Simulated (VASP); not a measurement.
Runs of VASP 6.6.1 on Li3S2. The structure is that of space group P6/mmm (No. 191), or close to it. The cells are those of the table. The cell was built from a structure type or drawn by symmetry, and may not be a known phase.

```tsv
task	cell	k mesh	cutoff (eV)	gap on the mesh (eV)	pressure (GPa)	relaxed volume (Å³/atom)
relaxation of cell and atoms	relaxed from a = 5.119, b = 5.119, c = 3.564 Å, angles 90.0, 90.0, 120.0°, 5 atoms	6 × 6 × 6	600	none	0.1	(a)
single point	a = 7.780, b = 7.780, c = 3.118 Å, angles 90.0, 90.0, 120.0°, 5 atoms	6 × 6 × 12	520	none	-	-
relaxation of cell and atoms	relaxed from a = 7.781, b = 7.781, c = 3.193 Å, angles 90.0, 90.0, 120.0°, 5 atoms	6 × 6 × 12	600	none	0.0	32.61
single point	a = 7.781, b = 7.781, c = 3.193 Å, angles 90.0, 90.0, 120.0°, 5 atoms	6 × 6 × 6	520	none	-	-
single point	a = 5.119, b = 5.119, c = 3.564 Å, angles 90.0, 90.0, 120.0°, 5 atoms	6 × 6 × 6	520	none	-	-
```

Alike in all rows: level PBE; potentials or basis VASP PAW PBE potentials, release 64 (Li_sv, S); no spin polarisation; smearing gaussian 0.1 eV.

Q: Estimate the missing entries.

A: (a) 30.29.

Caveats: the cutoff is under 1.25 times the usual one of these potentials, so pressure, stress and relaxed cells hold a basis-set (Pulay) error; the volume moved by over 15 % at a fixed basis, so the end points are rough (at least some runs); atoms lie so close that the PAW spheres overlap strongly, which falsifies energies and pressures (at least some runs).

A gap of «none» marks levels without a gap at the run's occupations.
